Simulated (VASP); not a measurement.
Set up this calculation in VASP 6.6.1, as the native input.

| Quantity | Value |
| --- | --- |
| Task | single point |
| Functional | PBE |
| Potentials or basis | VASP PAW PBE potentials, release 64 (Al, Pt, C, N) |
| Cutoff | 520 eV |
| k mesh | 4 × 4 × 4 |
| Occupations | gaussian, width 0.1 eV |
| Spin | no spin polarisation |
| Dipole correction | no |
| Further INCAR settings | ALGO = Normal; EDIFF = 1e-06; NBANDS = 36 |

The structure of AlPtC4N4 lies in POSCAR:

```
AlPtC4N4
1.0
    5.7805298053      0.0000000000      0.0000000000
    0.0000000000      5.7805298053      0.0000000000
    0.0000000000      0.0000000000      5.7805298053
Al Pt C N
1 1 4 4
Direct
    0.5000000000      0.5000000000      0.5000000000
    0.0000000000      0.0000000000      0.0000000000
    0.1983165160      0.1983165160      0.1983165160
    0.1983165160      0.8016834840      0.8016834840
    0.8016834840      0.1983165160      0.8016834840
    0.8016834840      0.8016834840      0.1983165160
    0.3162116189      0.3162116189      0.3162116189
    0.3162116189      0.6837883811      0.6837883811
    0.6837883811      0.3162116189      0.6837883811
    0.6837883811      0.6837883811      0.3162116189
```

The input as run:

INCAR

```
PREC = Accurate
ENCUT = 520
EDIFF = 1E-6
ISMEAR = 0
SIGMA = 0.1
LREAL = False
LASPH = True
NELM = 60
ALGO = Normal
ISIF = 2
LWAVE = False
LCHARG = False
GGA = PE
NBANDS = 36
```

KPOINTS

```
regular mesh
0
Gamma
  4 4 4
```

Potentials or basis: VASP PAW PBE potentials, release 64 (Al, Pt, C, N).

Launch:

```bash
$ cat potpaw_PBE.64/Al/POTCAR potpaw_PBE.64/Pt/POTCAR potpaw_PBE.64/C/POTCAR potpaw_PBE.64/N/POTCAR > POTCAR
$ mpirun -np 1 vasp_std > vasp.out
```

Results of the run:

```json
{
  "Pressure": "0.2 GPa",
  "Largest force": "0.336 eV/Å",
  "Band gap on the k mesh": "zero (an odd number of electrons rules out a gap without spin polarisation)"
}
```

Caveat: spin-orbit coupling is left out, which moves the levels of the heavy elements.

It took 42 s on 1 thread of Intel(R) Xeon(R) 6975P-C (Granite Rapids), on a shared host, peak memory 0.35 GiB.
